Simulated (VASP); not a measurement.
Sn, 1 atom in the cell. The typed cell holds 1 atom: a = 3.520 Å, b = 3.520 Å, c = 3.520 Å, α = 119.95°, β = 119.96°, γ = 90.08°. This isn't the form of Sn at room conditions, which is tetragonal (white tin).

* Program: VASP 6.6.1
* Task: single point
* Functional: BLYP
* Potentials or basis: VASP PAW PBE potentials, release 64 (Sn_d)
* Cutoff: 520 eV
* k mesh: 11 × 11 × 11
* Occupations: fermi-dirac, width 0.05 eV
* Spin: no spin polarisation
* Dipole correction: no
* Further INCAR settings: ALGO = Normal; EDIFF = 1e-06; NBANDS = 13

Potentials or basis: VASP PAW PBE potentials, release 64 (Sn_d).

Launch:

```bash
$ cat potpaw_PBE.64/Sn_d/POTCAR > POTCAR
$ mpirun -np 1 vasp_std > vasp.out
```

Hardware: 1 thread of Intel(R) Xeon(R) Platinum 8259CL CPU @ 2.50GHz (Skylake/Cascade Lake), on a shared host.

**Question.** Estimate the wall time of this run.

**Answer.** Wall time 78 s on 1 thread of Intel(R) Xeon(R) Platinum 8259CL CPU @ 2.50GHz (Skylake/Cascade Lake), on a shared host, peak memory 0.21 GiB. Counts: scf iterations 11, k points 216.
